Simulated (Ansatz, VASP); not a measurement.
# One calculation of Bi, two programs

```
Bi
1.0
     5.89347    0.00000    0.00000
     0.00000    3.19505    0.00000
     0.00000    0.00000    3.59865
Bi
2
Direct
  0.25000 0.00000 0.28993
  0.75000 0.00000 0.71007
```

Alike in both runs: functional PBE; k mesh 4 × 6 × 4; occupations gaussian, width 0.1 eV; no spin polarisation.

Ansatz relaxed the structure, and its values are those at the end. VASP's run is a single point on that final structure, the one shown.

```csv
,VASP,Ansatz
version,VASP 6.6.1,Ansatz 0.2.0
potentials or method,"VASP PAW PBE potentials, release 64 (Bi_d), cutoff 520 eV","scalar-relativistic, plane waves, PAW"
valence electrons in the cell,30,30
```

|  | VASP | Ansatz | Ansatz less VASP |
| --- | --- | --- | --- |
| gap on the k mesh at the Fermi level (eV) | none | none | - |
| pressure (GPa) | 0.0 | 0.0 | +0.07 |
| rms of the force components (eV/Å) | 0.009 | 0.010 | +0.0005 |

A gap of «none» marks a metal or a gap that the smearing closes. With one functional, cell and mesh, what is left measures potentials, basis and numerics.

The k mesh is coarse, so the values compare programs but aren't converged. Spin-orbit coupling is off throughout.
